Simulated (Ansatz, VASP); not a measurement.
# Be: VASP beside Ansatz

```
CELL_PARAMETERS angstrom
2.26246 0.00000 0.00000
-1.13123 1.95935 0.00000
0.00000 0.00000 3.56639
ATOMIC_POSITIONS crystal
Be 0.33333 0.66667 0.25000
Be 0.66667 0.33333 0.75000
```

Alike in both runs: functional PBE; k mesh 21 × 21 × 12; occupations gaussian, width 0.1 eV; no spin polarisation.

Ansatz relaxed the structure, and its values are those at the end. VASP's run is a single point on that final structure, the one shown.

|  | VASP | Ansatz |
| --- | --- | --- |
| version | VASP 6.6.1 | Ansatz 0.2.0 |
| potentials or method | VASP PAW PBE potentials, release 64 (Be), cutoff 600 eV | scalar-relativistic, plane waves, PAW |
| valence electrons in the cell | 4 | 4 |

```csv
,VASP,Ansatz,Ansatz less VASP
gap on the k mesh at the Fermi level (eV),none,none,-
pressure (GPa),0.2,0.0,-0.20
```

A gap of «none» marks a metal or a gap that the smearing closes. The functional is the same, so the differences come from potentials, cutoffs and numerics.
